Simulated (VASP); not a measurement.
# BaRe (Pm-3m) in VASP: further runs, part 2 of 2

VASP 6.6.1.

## (3) Single point, PBEsol (volume scaled by 1.040)

Input file INCAR:

```
SYSTEM = BaRe
  ALGO = Normal
  EDIFF = 1E-6
  ENCUT = 520
  GGA = PS
  ISIF = 2
  ISMEAR = 0
  LASPH = .TRUE.
  LCHARG = .FALSE.
  LREAL = .FALSE.
  LWAVE = .FALSE.
  NBANDS = 16
  NELM = 80
  PREC = Accurate
  SIGMA = 0.05
```

Input file KPOINTS:

```
k-points
0
G
  8 8 8
  0 0 0
```

Input file POSCAR:

```
BaRe
1.0
    3.6628458289      0.0000000000      0.0000000000
    0.0000000000      3.6628458289      0.0000000000
    0.0000000000      0.0000000000      3.6628458289
Ba Re
1 1
Direct
    0.0000000000      0.0000000000      0.0000000000
    0.5000000000      0.5000000000      0.5000000000
```

Potentials or basis: VASP PAW PBE potentials, release 64 (Ba_sv, Re).

Launch:

```bash
$ cat potpaw_PBE.64/Ba_sv/POTCAR potpaw_PBE.64/Re/POTCAR > POTCAR
$ mpirun -np 1 vasp_std > vasp.out
```

OUTCAR:

```text
SYSTEM = BaRe
   EDIFF = 1E-6
   ENCUT = 520
   GGA = PS
   ISIF = 2
   ISMEAR = 0
   LASPH = .TRUE.
   LREAL = .FALSE.
   NELM = 80
   PREC = Accurate

 ion  position               nearest neighbor table
   1  0.000  0.000  0.000-   2 3.17   2 3.17   2 3.17   2 3.17   2 3.17   2 3.17   2 3.17   2 3.17

   2  0.500  0.500  0.500-   1 3.17   1 3.17   1 3.17   1 3.17   1 3.17   1 3.17   1 3.17   1 3.17

  LATTYP: Found a simple cubic cell.
 ALAT       =     3.6628458289

  Lattice vectors:

 A1 = (   3.6628458289,   0.0000000000,   0.0000000000)
 A2 = (   0.0000000000,   3.6628458289,   0.0000000000)
 A3 = (   0.0000000000,   0.0000000000,   3.6628458289)

Analysis of symmetry for initial positions (statically):
=====================================================================
 Subroutine PRICEL returns:
 Original cell was already a primitive cell.

 Routine SETGRP: Setting up the symmetry group for a
 simple cubic supercell.

 Subroutine GETGRP returns: Found 48 space group operations
 (whereof 48 operations were pure point group operations)
 out of a pool of 48 trial point group operations.

The static configuration has the point symmetry O_h .

Analysis of symmetry for dynamics (positions and initial velocities):
=====================================================================
 Subroutine PRICEL returns:
 Original cell was already a primitive cell.

 Routine SETGRP: Setting up the symmetry group for a
 simple cubic supercell.

 Subroutine GETGRP returns: Found 48 space group operations
 (whereof 48 operations were pure point group operations)
 out of a pool of 48 trial point group operations.

The dynamic configuration has the point symmetry O_h .

 Subroutine INISYM returns: Found 48 space group operations
 (whereof 48 operations are pure point group operations),
 and found     1 'primitive' translations

----------------------------------------------------------------------------------------

[... 107 lines left out ...]
   ISMEAR =     0;   SIGMA  =   0.05  broadening in eV -4-tet -1-fermi 0-gaus
   EFERMI_NEDOS =   21; number of points for ismear=-14 and -15
   IALGO  =     38    algorithm
   IMIX   =      4    mixing-type and parameters
     AMIX     =   0.40;   BMIX     =  1.00
     AMIX_MAG =   1.60;   BMIX_MAG =  1.00
  volume/ion in A,a.u.               =      24.57       165.81
  Fermi-wavevector in a.u.,A,eV,Ry     =   1.149227  2.171724 17.969524  1.320723
  Thomas-Fermi vector in A             =   2.285898
   LORBIT       =      0    0 simple, 1 ext, 2 COOP (PROOUT), +10 PAW based schemes
   GGA     = PS    functional components
   LHFCALC =     F    Hartree Fock is set to
   AEXX    =    0.0000 exact exchange contribution
   IVDW    =     0    specifies the selected vdW correction
   LEPSILON=     F    determine dielectric tensor
   LRPA    =     F    only Hartree local field effects (RPA)
 non-spin polarized calculation
 Gauss-broadening in eV      SIGMA  =   0.05
  energy-cutoff  :      520.00
  volume of cell :       49.14
 maximum number of plane-waves:      1357
 NGX is ok and might be reduce to    28
   NGX = 13   NGY = 13   NGZ = 13

 number of electron      17.0000001 magnetization

 Free energy of the ion-electron system (eV)
  ---------------------------------------------------
  ext. energy  EPLUGINS =         0.00000000
  ---------------------------------------------------
  free energy    TOTEN  =       -11.32268766 eV

  energy without entropy =      -11.31454776  energy(sigma->0) =      -11.31861771

 E-fermi :   4.0866     XC(G=0): -11.1452

 val. band max:        4.0831628145   @ k =   0.5000   0.1250   0.1250
 cond. band min:       4.0952840457   @ k =   0.5000   0.1250   0.1250
 fundamental gap:      0.0121212312
 Fermi energy:         4.0866175098

 k-point     1 :       0.0000    0.0000    0.0000
  band No.  band energies     occupation
      1     -22.5502      2.00000
      2      -7.2491      2.00000
      3      -7.2491      2.00000
      4      -7.2491      2.00000
      5      -0.3253      2.00000
      6       1.3188      2.00000
[... 433 lines left out ...]
      3      -8.3426      2.00000
      4      -7.2276      2.00000
      5       0.8941      2.00000
      6       2.5766      2.00000
[... 8 lines left out ...]
     15      12.3545      0.00000
     16      13.9329      0.00000

 [... further k-points ...]
[... 5 lines left out ...]
  --------------------------------------------------------------------------------------
  -------------------------------------------------------------------------------------
  Total        0.0037434      0.0037434      0.0037434     -0.0000000      0.0000000      0.0000000
  in kB        0.1220457      0.1220457      0.1220457     -0.0000000      0.0000000      0.0000000
  external PRESSURE =       0.1220457 kB  Pullay stress =       0.0000000 kB

 VOLUME and BASIS-vectors are now :
 -----------------------------------------------------------------------------
  energy-cutoff  :      520.00
  volume of cell :       49.14
      direct lattice vectors                 reciprocal lattice vectors
     3.662845829  0.000000000  0.000000000     0.273011764  0.000000000  0.000000000
     0.000000000  3.662845829  0.000000000     0.000000000  0.273011764  0.000000000
     0.000000000  0.000000000  3.662845829     0.000000000  0.000000000  0.273011764

 POSITION                                       TOTAL-FORCE (eV/Angst)
 -----------------------------------------------------------------------------------
      0.00000      0.00000      0.00000         0.000000      0.000000      0.000000
      1.83142      1.83142      1.83142         0.000000      0.000000      0.000000
 -----------------------------------------------------------------------------------
    total drift:                                0.000000      0.000000      0.000000

  FREE ENERGIE OF THE ION-ELECTRON SYSTEM (eV)
  ---------------------------------------------------
  free  energy   TOTEN  =       -11.3226876608 eV

  energy  without entropy=      -11.3145477559  energy(sigma->0) =      -11.31861771
```

OSZICAR:

```text
N       E                     dE             d eps       ncg     rms          rms(c)
DAV:   1     0.679442788183E+02    0.67944E+02   -0.74624E+03  1680   0.106E+03
DAV:   2    -0.945694232472E+01   -0.77401E+02   -0.71355E+02  1848   0.249E+02
DAV:   3    -0.124525366888E+02   -0.29956E+01   -0.29388E+01  1872   0.516E+01
DAV:   4    -0.125047888983E+02   -0.52252E-01   -0.52179E-01  1248   0.410E+00
DAV:   5    -0.125094497107E+02   -0.46608E-02   -0.46596E-02  2000   0.109E+00    0.185E+01
DAV:   6    -0.115084513053E+02    0.10010E+01   -0.43604E+00  1912   0.389E+01    0.423E+00
DAV:   7    -0.113483434773E+02    0.16011E+00   -0.48316E-01  1840   0.132E+01    0.427E+00
DAV:   8    -0.113242267510E+02    0.24117E-01   -0.99729E-02  1816   0.308E+00    0.539E-01
DAV:   9    -0.113227181894E+02    0.15086E-02   -0.57662E-03  1632   0.611E-01    0.262E-01
DAV:  10    -0.113227029907E+02    0.15199E-04   -0.50049E-04  1672   0.137E-01    0.363E-02
DAV:  11    -0.113226879146E+02    0.15076E-04   -0.32697E-05  1688   0.466E-02    0.113E-02
DAV:  12    -0.113226876608E+02    0.25387E-06   -0.10091E-06  1080   0.210E-02
   1 F= -.11322688E+02 E0= -.11318618E+02  d E =-.813990E-02
```

Wall time 9.9 s (1 thread of Intel Xeon 6975P-C (Granite Rapids), shared host); peak memory 0.17 GiB.

What came out:

```yaml
Free_energy: -11.3227 eV
Pressure: 0.0 GPa
```

Caveat: the cell differs from its parent crystal (volume scaled by 1.040); the PAW data sets were made with another functional, which shifts forces and pressure a little; spin-orbit coupling is left out, which moves the levels of the heavy elements.

## (4) Single point, PBEsol

This run uses another cell than the first one, of 26.80 Å³/atom, 1.112 times its volume.

Input file INCAR:

```
  PREC = Accurate
  ENCUT = 520
  EDIFF = 1E-6
  ISMEAR = 0
  SIGMA = 0.05
  LREAL = F
  LASPH = T
  NELM = 80
  ALGO = Normal
  ISIF = 2
  LWAVE = F
  LCHARG = T
  GGA = PS
  LELF = T
  LVHAR = T
  NBANDS = 16
```

Input file KPOINTS:

```
regular mesh
0
Gamma
  8 8 8
```

Input file POSCAR:

```
BaRe
1.0
    3.7703096883      0.0000000000      0.0000000000
    0.0000000000      3.7703096883      0.0000000000
    0.0000000000      0.0000000000      3.7703096883
Ba Re
1 1
Direct
    0.0000000000      0.0000000000      0.0000000000
    0.5000000000      0.5000000000      0.5000000000
```

Launch:

```bash
$ cat potpaw_PBE.64/Ba_sv/POTCAR potpaw_PBE.64/Re/POTCAR > POTCAR
$ mpirun -np 1 vasp_std > vasp.out
```

Run time: 10 s. Hardware: 1 thread of Intel Xeon 6975P-C (Granite Rapids), shared host; peak memory 0.17 GiB.

The run converged. Its results:

```yaml
Free_energy: -11.2629 eV
Pressure: -4.1 GPa
```

Levels at points of the mesh, in eV from the Fermi level:
```
           k point  band 5  band 6  band 7  band 8  band 9  band 10  band 11  band 12
(0.00, 0.00, 0.00)   -4.34   -2.36   -2.36    0.01    0.01     0.01     4.07     4.07
(0.50, 0.00, 0.00)   -1.43   -1.21   -0.46    0.13    0.13     0.34     1.28     1.89
(0.50, 0.50, 0.00)   -3.37   -1.71   -1.02   -1.02    1.05     1.08     3.56     3.56
(0.50, 0.50, 0.50)   -0.15   -0.15   -0.15    0.05    0.05     0.05     1.13     1.13
```

Caveat: the PAW data sets were made with another functional, which shifts forces and pressure a little; spin-orbit coupling is left out, which moves the levels of the heavy elements.

## (5) Single point, PBEsol

This run uses another cell than the first one, of 29.78 Å³/atom, 1.236 times its volume.

Input file INCAR:

```
PREC = Accurate
ENCUT = 520
EDIFF = 1E-6
ISMEAR = 0
SIGMA = 0.05
LREAL = False
LASPH = True
NELM = 80
ALGO = Fast
ISIF = 2
LWAVE = False
LCHARG = False
GGA = PS
NBANDS = 16
```

KPOINTS is that of step 4.

Input file POSCAR:

```
BaRe
1.0
    3.9050762737      0.0000000000      0.0000000000
    0.0000000000      3.9050762737      0.0000000000
    0.0000000000      0.0000000000      3.9050762737
Ba Re
1 1
Direct
    0.0000000000      0.0000000000      0.0000000000
    0.5000000000      0.5000000000      0.5000000000
```

Launch:

```bash
$ cat potpaw_PBE.64/Ba_sv/POTCAR potpaw_PBE.64/Re/POTCAR > POTCAR
$ mpirun -np 1 vasp_std > vasp.out
```

Wall time 34 s (1 thread of Intel Xeon 6975P-C (Granite Rapids), shared host); peak memory 0.18 GiB.

It converged, with:

```
Free energy : -11.0455 eV
Pressure    : -7.3 GPa
```

Levels at points of the mesh, in eV from the Fermi level:
```tsv
k point	band 6	band 7	band 8	band 9	band 10	band 11
(0.00, 0.00, 0.00)	-1.94	-1.94	0.07	0.07	0.07	3.83
(0.50, 0.00, 0.00)	-1.15	-0.51	0.11	0.11	0.35	1.05
(0.50, 0.50, 0.00)	-1.50	-0.79	-0.79	0.90	0.96	3.07
(0.50, 0.50, 0.50)	-0.07	-0.07	0.03	0.03	0.03	1.01
```

Caveat: the PAW data sets were made with another functional, which shifts forces and pressure a little; spin-orbit coupling is left out, which moves the levels of the heavy elements.

## (6) Overview

```tsv
cell	gap on the mesh (eV)	pressure (GPa)
a = 3.639 Å, 2 atoms	none	1.2
a = 3.663 Å, 2 atoms	none	0.0
a = 3.770 Å, 2 atoms	none	-4.1
a = 3.905 Å, 2 atoms	none	-7.3
```

Alike in all rows: task single point; level PBEsol; potentials or basis VASP PAW PBE potentials, release 64 (Ba_sv, Re); no spin polarisation; k mesh 8 × 8 × 8; cutoff (eV) 520; smearing gaussian 0.05 eV.

Caveats: the PAW data sets were made with another functional, which shifts forces and pressure a little; spin-orbit coupling is left out, which moves the levels of the heavy elements.

Absolute energies hang on the potentials; compare differences alone.
